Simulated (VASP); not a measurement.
# K (Fd-3m) in VASP: relaxation of cell and atoms with PBE

Aim: the relaxation of cell and atoms of K with PBE.

Everything below comes from runs of VASP 6.6.1. Logs are shortened: lines on timing, memory, paths and dates and some standing lists are left out, and cuts for length are marked.

### Step 1. The cell of the first run

Symmetry: Fd-3m, No. 227, cubic system. The conventional cell has a = 8.717 Å, b = 8.717 Å, c = 8.717 Å, α = 90.00°, β = 90.00°, γ = 90.00°. Within 5.0 Å of K (site symmetry -43m) lie 4 K at 3.77 Å.

This isn't the form of K at room conditions, which is bcc.

### Step 2. Relaxation of cell and atoms, PBE, target pressure 0.33 GPa, at which the enthalpy is minimised

Input file INCAR:

```
SYSTEM = K
ALGO = Normal
EDIFF = 1E-7
EDIFFG = -0.005
ENCUT = 600
GGA = PE
IBRION = 2
ISIF = 3
ISMEAR = -1
LASPH = .True.
LCHARG = .False.
LREAL = .False.
LWAVE = .False.
NELM = 100
NSW = 60
PREC = Accurate
PSTRESS = 3.3000000000000003
SIGMA = 0.05
```

Input file KPOINTS:

```
k-points
0
Gamma
  8 8 8
  0 0 0
```

Input file POSCAR:

```
K
1.0
    0.0000000000      4.3586500148      4.3586500148
    4.3586500148      0.0000000000      4.3586500148
    4.3586500148      4.3586500148      0.0000000000
K
2
Direct
   -0.1250000000     -0.1250000000     -0.1250000000
    0.1250000000      0.1250000000      0.1250000000
```

Potentials or basis: VASP PAW PBE potentials, release 64 (K_sv).

On the command line:

```console
> cat potpaw_PBE.64/K_sv/POTCAR > POTCAR
> mpirun -np 1 vasp_std > vasp.out
```

OUTCAR:

```text
SYSTEM = K
   EDIFF = 1E-7
   EDIFFG = -0.005
   ENCUT = 600
   GGA = PE
   IBRION = 2
   ISIF = 3
   ISMEAR = -1
   LASPH = .True.
   LREAL = .False.
   NELM = 100
   NSW = 60
   PREC = Accurate
   PSTRESS = 3.3000000000000003

 ion  position               nearest neighbor table
   1  0.875  0.875  0.875-   2 3.77   2 3.77   2 3.77   2 3.77
   2  0.125  0.125  0.125-   1 3.77   1 3.77   1 3.77   1 3.77

  LATTYP: Found a face centered cubic cell.
 ALAT       =     8.7173000296

  Lattice vectors:

 A1 = (   0.0000000000,   4.3586500148,   4.3586500148)
 A2 = (   4.3586500148,   0.0000000000,   4.3586500148)
 A3 = (   4.3586500148,   4.3586500148,   0.0000000000)

Analysis of symmetry for initial positions (statically):
=====================================================================
 Subroutine PRICEL returns:
 Original cell was already a primitive cell.

 Routine SETGRP: Setting up the symmetry group for a
 face centered cubic supercell.

 Subroutine GETGRP returns: Found 48 space group operations
 (whereof 12 operations were pure point group operations)
 out of a pool of 48 trial point group operations.

The static configuration has the point symmetry D_3d.
 The point group associated with its full space group is O_h .

Analysis of symmetry for dynamics (positions and initial velocities):
=====================================================================
 Subroutine PRICEL returns:
 Original cell was already a primitive cell.

 Routine SETGRP: Setting up the symmetry group for a
 face centered cubic supercell.

 Subroutine GETGRP returns: Found 48 space group operations
 (whereof 12 operations were pure point group operations)
 out of a pool of 48 trial point group operations.

The dynamic configuration has the point symmetry D_3d.
 The point group associated with its full space group is O_h .

 Subroutine INISYM returns: Found 48 space group operations
 (whereof 12 operations are pure point group operations),
 and found     1 'primitive' translations

----------------------------------------------------------------------------------------

                                     Primitive cell

  volume of cell :     165.6098

  direct lattice vectors                    reciprocal lattice vectors
     0.000000000  4.358650015  4.358650015    -0.114714418  0.114714418  0.114714418
     4.358650015  0.000000000  4.358650015     0.114714418 -0.114714418  0.114714418
     4.358650015  4.358650015  0.000000000     0.114714418  0.114714418 -0.114714418

  length of vectors
     6.164061965  6.164061965  6.164061965     0.198691200  0.198691200  0.198691200

  position of ions in fractional coordinates (direct lattice)
     0.875000000  0.875000000  0.875000000
     0.125000000  0.125000000  0.125000000

  ion indices of the primitive-cell ions
   primitive index   ion index
                 1           1
                 2           2

----------------------------------------------------------------------------------------

 KPOINTS: k-points

Automatic generation of k-mesh.
 Grid dimensions read from file:
 generate k-points for:    8    8    8

 Generating k-lattice:

  Cartesian coordinates                     Fractional coordinates (reciprocal lattice)
    -0.014339302  0.014339302  0.014339302     0.125000000  0.000000000  0.000000000
     0.014339302 -0.014339302  0.014339302     0.000000000  0.125000000  0.000000000
     0.014339302  0.014339302 -0.014339302     0.000000000  0.000000000  0.125000000

  Length of vectors
     0.024836400  0.024836400  0.024836400

  Shift w.r.t. Gamma in fractional coordinates (k-lattice)
     0.000000000  0.000000000  0.000000000

 Subroutine IBZKPT returns following result:
 ===========================================

 Found     29 irreducible k-points:

 Following reciprocal coordinates:
            Coordinates               Weight
  0.000000  0.000000  0.000000      1.000000
  0.125000  0.000000  0.000000      8.000000
  0.250000  0.000000  0.000000      8.000000
  0.375000  0.000000  0.000000      8.000000
  0.500000  0.000000  0.000000      4.000000
  0.125000  0.125000  0.000000      6.000000
[... 16 lines left out ...]
  0.500000  0.250000  0.125000     48.000000
 -0.375000  0.250000  0.125000     24.000000
 [... further k-points ...]
   k-points           NKPTS =     29   k-points in BZ     NKDIM =     29   number of bands    NBANDS=     13
   number of dos      NEDOS =    301   number of ions     NIONS =      2
   total plane-waves  NPLWV = 125000
   dimension x,y,z NGX =    50 NGY =   50 NGZ =   50
   dimension x,y,z NGXF=   100 NGYF=  100 NGZF=  100
   ions per type =               2
   NGX,Y,Z   is equivalent  to a cutoff of  13.49, 13.49, 13.49 a.u.
   NGXF,Y,Z  is equivalent  to a cutoff of  26.97, 26.97, 26.97 a.u.
 SYSTEM =  K
   PREC   = accura    normal or accurate (medium, high low for compatibility)
   ISTART =      0    job   : 0-new  1-cont  2-samecut
   ICHARG =      2    charge: 1-file 2-atom 10-const
   ISPIN  =      1    spin polarized calculation?
   LNONCOLLINEAR =      F non collinear calculations
   LSORBIT =      F    spin-orbit coupling
   LASPH  =      T    aspherical Exc in radial PAW
   ENCUT  =  600.0 eV  44.10 Ry    6.64 a.u.  12.31 12.31 12.31*2*pi/ulx,y,z
   NELM   =    100;   NELMIN=  2; NELMDL= -5     # of ELM steps
   EDIFF  = 0.1E-06   stopping-criterion for ELM
   LREAL  =      F    real-space projection
   EDIFFG = -.5E-02   stopping-criterion for IOM
   NSW    =     60    number of steps for IOM
   IBRION =      2    ionic relax: 0-MD 1-quasi-New 2-CG
   NFREE  =      1    steps in history (QN), initial steepest desc. (CG)
   ISIF   =      3    stress and relaxation
   ISYM   =      2    0-nonsym 1-usesym 2-fastsym
   POTIM  = 0.5000    time-step for ionic-motion
   TEBEG  =    0.0;   TEEND  =   0.0 temperature during run
   PSTRESS=    3.3 pullay stress
   NELECT =      18.0000    total number of electrons
   NUPDOWN=      -1.0000    fix difference up-down
   EMIN   =  10.00;   EMAX   =-10.00  energy-range for DOS
   EFERMI =   0.00;   METHOD = LEGACY
   ISMEAR =    -1;   SIGMA  =   0.05  broadening in eV -4-tet -1-fermi 0-gaus
   EFERMI_NEDOS =   21; number of points for ismear=-14 and -15
   IALGO  =     38    algorithm
   IMIX   =      4    mixing-type and parameters
     AMIX     =   0.40;   BMIX     =  1.00
     AMIX_MAG =   1.60;   BMIX_MAG =  1.00
  volume/ion in A,a.u.               =      82.80       558.79
  Fermi-wavevector in a.u.,A,eV,Ry     =   0.781275  1.476395  8.304859  0.610390
  Thomas-Fermi vector in A             =   1.884759
   LORBIT       =      0    0 simple, 1 ext, 2 COOP (PROOUT), +10 PAW based schemes
   GGA     = PE    functional components
   LHFCALC =     F    Hartree Fock is set to
   AEXX    =    0.0000 exact exchange contribution
   IVDW    =     0    specifies the selected vdW correction
   LEPSILON=     F    determine dielectric tensor
   LRPA    =     F    only Hartree local field effects (RPA)
 conjugate gradient relaxation of ions
 non-spin polarized calculation
  energy-cutoff  :      600.00
  volume of cell :      165.61
 maximum number of plane-waves:      5577
 NGX is ok and might be reduce to    50
   NGX = 25   NGY = 25   NGZ = 25

--------------------------------------- Ionic step        1  -------------------------------------------

 number of electron      18.0000001 magnetization

 Free energy of the ion-electron system (eV)
  ---------------------------------------------------
  ext. energy  EPLUGINS =         0.00000000
  ---------------------------------------------------
  free energy    TOTEN  =        -1.42338633 eV

  energy without entropy =       -1.41141622  energy(sigma->0) =       -1.41740128

------------------------ aborting loop because EDIFF is reached ----------------------------------------

  FORCE on cell =-STRESS in cart. coord.  units (eV):
  Direction    XX          YY          ZZ          XY          YZ          ZX
  --------------------------------------------------------------------------------------
  -------------------------------------------------------------------------------------
  Total        0.5966811      0.5966811      0.5966811      0.0000000     -0.0000000      0.0000000
  in kB        5.7725386      5.7725386      5.7725386      0.0000000     -0.0000000      0.0000000
  external PRESSURE =       2.4725386 kB  Pullay stress =       3.3000000 kB
[... 99 lines left out ...]
  enthalpy is  TOTEN    =        -1.0936928809 eV   P V=        0.3669676061

--------------------------------------- Ionic step        4  -------------------------------------------

 number of electron      17.9999998 magnetization

 Free energy of the ion-electron system (eV)
  ---------------------------------------------------
  ext. energy  EPLUGINS =         0.00000000
  ---------------------------------------------------
  free energy    TOTEN  =        -1.46941795 eV

  energy without entropy =       -1.45702437  energy(sigma->0) =       -1.46322116

 E-fermi :  -0.4684     XC(G=0):  -5.0993

 val. band max:       -0.4770791126   @ k =  -0.3750   0.2500   0.1250
 cond. band min:      -0.4238288933   @ k =   0.5000   0.5000   0.0000
 fundamental gap:      0.0532502193
 Fermi energy:        -0.4684352249

 k-point     1 :       0.0000    0.0000    0.0000
  band No.  band energies     occupation
      1     -33.1089      2.00000
      2     -33.0800      2.00000
      3     -16.6309      2.00000
      4     -16.6309      2.00000
      5     -16.6309      2.00000
      6     -16.5263      2.00000
      7     -16.5263      2.00000
      8     -16.5263      2.00000
      9      -2.3806      2.00000
     10       2.0491      0.00000
     11       2.0491      0.00000
     12       2.0491      0.00000
     13       2.2923      0.00000
[... 353 lines left out ...]
 k-point    24 :      -0.3750    0.2500    0.1250
  band No.  band energies     occupation
      1     -33.0996      2.00000
      2     -33.0893      2.00000
      3     -16.6531      2.00000
      4     -16.6468      2.00000
      5     -16.6087      2.00000
      6     -16.5509      2.00000
      7     -16.5109      2.00000
      8     -16.5056      2.00000
      9      -0.8227      1.99833
     10      -0.4771      1.08622
     11       0.9533      0.00000
     12       1.0335      0.00000
     13       1.9944      0.00000

 [... further k-points ...]

------------------------ aborting loop because EDIFF is reached ----------------------------------------

  FORCE on cell =-STRESS in cart. coord.  units (eV):
  Direction    XX          YY          ZZ          XY          YZ          ZX
  --------------------------------------------------------------------------------------
  -------------------------------------------------------------------------------------
  Total        0.3781095      0.3781095      0.3781095      0.0000000      0.0000000     -0.0000000
  in kB        3.3268392      3.3268392      3.3268392      0.0000000      0.0000000     -0.0000000
  external PRESSURE =       0.0268392 kB  Pullay stress =       3.3000000 kB
[... 17 lines left out ...]
  FREE ENERGIE OF THE ION-ELECTRON SYSTEM (eV)
  ---------------------------------------------------
  free  energy   TOTEN  =        -1.4694179460 eV

  energy  without entropy=       -1.4570243715  energy(sigma->0) =       -1.46322116

  enthalpy is  TOTEN    =        -1.0943588055 eV   P V=        0.3750591405

 reached required accuracy - stopping structural energy minimisation
```

Run time: 9.5 min. Hardware: 1 thread of Intel Xeon 8259CL, shared host; peak memory 0.4 GiB.

Results:

```
Free energy                                                : -1.4694 eV
Relaxed volume                                             : 91.05 Å³/atom
Relaxed cell                                               : a = 6.362 Å, b = 6.362 Å, c = 6.362 Å, α = 60.00°, β = 60.00°, γ = 60.00°
Space group after relaxing (to 0.1 Å)                      : Fd-3m (No. 227)
Energy change on relaxing (the run minimises the enthalpy) : -23.0 meV/atom
Ionic steps                                                : 4
Pressure after relaxing                                    : 0.3 GPa
Band gap on the k mesh                                     : zero (bands 9 and 10 overlap by 0.57 eV)
```

The path:
```tsv
step	energy change (eV)	largest force (eV/Å)	pressure (GPa)	volume (Å³)
1	0.0000	0.0000	0.58	165.61
2	-0.0106	0.0000	0.52	168.69
3	-0.0373	0.0000	0.38	178.17
4	-0.0460	0.0000	0.33	182.09
```

Final structure:
```
K
1.0
     0.00000    4.49872    4.49872
     4.49872    0.00000    4.49872
     4.49872    4.49872    0.00000
K
2
Cartesian
  7.8728 7.8728 7.8728
  1.1247 1.1247 1.1247
```

Levels at points of the mesh, in eV from the Fermi level:
```
           k point  band 5  band 6  band 7  band 8  band 9  band 10  band 11  band 12  band 13
(0.00, 0.00, 0.00)  -16.16  -16.06  -16.06  -16.06   -1.91     2.52     2.52     2.52     2.76
(0.50, 0.00, 0.00)  -16.16  -16.06  -16.05  -16.05   -0.62    -0.19     2.15     2.15     2.67
(0.50, 0.50, 0.00)  -16.11  -16.11  -16.04  -16.04    0.04     0.04     1.42     1.42     1.92
```

Caveat: the cell is relaxed towards a set pressure, so the run minimises the enthalpy, not the energy.

The gap in the log of VASP goes by the Fermi energy; the results here count the filled bands.